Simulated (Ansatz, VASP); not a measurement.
## Two plane-wave programs on MnS

The input POSCAR:

```
MnS
1.0
    0.0000000000      2.6100487659      2.6100487659
    2.6100487659      0.0000000000      2.6100487659
    2.6100487659      2.6100487659      0.0000000000
Mn S
1 1
Direct
    0.0000000000      0.0000000000      0.0000000000
    0.5000000000      0.5000000000      0.5000000000
```

INCAR.step1

```
SYSTEM = MnS
ALGO     = Normal         ! electronic algorithm
EDIFF    = 1E-4           ! SCF threshold, eV
ENCUT    = 520            ! plane-wave cutoff, eV
GGA      = PE             ! functional
ISMEAR   = 0              ! smearing method
ISPIN    = 2              ! spin polarisation
LASPH    = .TRUE.         ! aspherical terms in the spheres
LCHARG   = .FALSE.        ! write CHGCAR
LMAXMIX  = 4              ! l up to which the mixer works
LREAL    = .FALSE.        ! projectors in reciprocal space
LWAVE    = .TRUE.         ! write WAVECAR
MAGMOM   = 4.91 0         ! initial moments
NBANDS   = 20             ! bands
NELM     = 150            ! most SCF steps
PREC     = Accurate       ! precision mode
SIGMA    = 0.05           ! smearing width, eV
```

Contents of INCAR.step2:

```
SYSTEM = MnS
ALGO     = Normal         ! electronic algorithm
EDIFF    = 1E-6           ! SCF threshold, eV
ENCUT    = 520            ! plane-wave cutoff, eV
ISIF     = 2              ! what is computed and relaxed
ISMEAR   = 0              ! smearing method
ISPIN    = 2              ! spin polarisation
ISTART   = 1            
LASPH    = .TRUE.         ! aspherical terms in the spheres
LCHARG   = .FALSE.        ! write CHGCAR
LMAXMIX  = 4              ! l up to which the mixer works
LMIXTAU  = .TRUE.       
LORBIT   = 11             ! projections on sites
LREAL    = .FALSE.        ! projectors in reciprocal space
LWAVE    = .FALSE.        ! write WAVECAR
MAGMOM   = 4.91 0         ! initial moments
METAGGA  = R2SCAN         ! meta-GGA
NBANDS   = 20             ! bands
NELM     = 150            ! most SCF steps
PREC     = Accurate       ! precision mode
SIGMA    = 0.05           ! smearing width, eV
```

Contents of KPOINTS:

```
k-points
0
G
  12 12 12
  0 0 0
```

Input for Ansatz:

```yaml
crystal:
  lattice:
    - [0.0, 2.6100487659, 2.6100487659]
    - [2.6100487659, 0.0, 2.6100487659]
    - [2.6100487659, 2.6100487659, 0.0]
  atoms:
    - { symbol: Mn, position: [0.0, 0.0, 0.0], spin: 4.91 }
    - { symbol: S, position: [0.5, 0.5, 0.5] }
basis:
  ecutwfc: 500
  ecutrho_ratio: 4
kpoints:
  mp_grid: { grid: [12, 12, 12] }
hamiltonian:
  xc: r2scan
scf:
  occupations: { method: gaussian, width: 0.05 }
output:
  forces: true
  stress: true
  eigenvalues: true
  populations: true
magnetization:
  spin_polarized: true
```

Alike in both runs: task single point; functional r2SCAN; k mesh 12 × 12 × 12; occupations gaussian, width 0.05 eV; collinear spin.

|  | VASP | Ansatz |
| --- | --- | --- |
| version | VASP 6.6.1 | Ansatz 0.2.0 |
| potentials or method | VASP PAW PBE potentials, release 64 (Mn_pv, S), cutoff 520 eV | scalar-relativistic, plane waves, PAW |
| valence electrons in the cell | 19 | 21 |

|  | VASP | Ansatz | Ansatz less VASP |
| --- | --- | --- | --- |
| gap on the k mesh at the Fermi level (eV) | none | none | - |
| pressure (GPa) | 0.1 | 0.1 | +0.02 |
| net moment per atom (μB) | 2.49 | 2.49 | 0.000 |
| size of the moment on the site where the two differ most (μB) | 0.14 | 0.18 | +0.047 |

VASP's potentials were made for PBE, not for r2SCAN. Site moments also hang on the region over which each program counts them. A gap of «none» marks a metal or a gap that the smearing closes. VASP's potentials hold 19 valence electrons a cell and Ansatz's 21, so a difference there can come from the potentials and not from the codes. Ansatz's warnings: stability check not made.
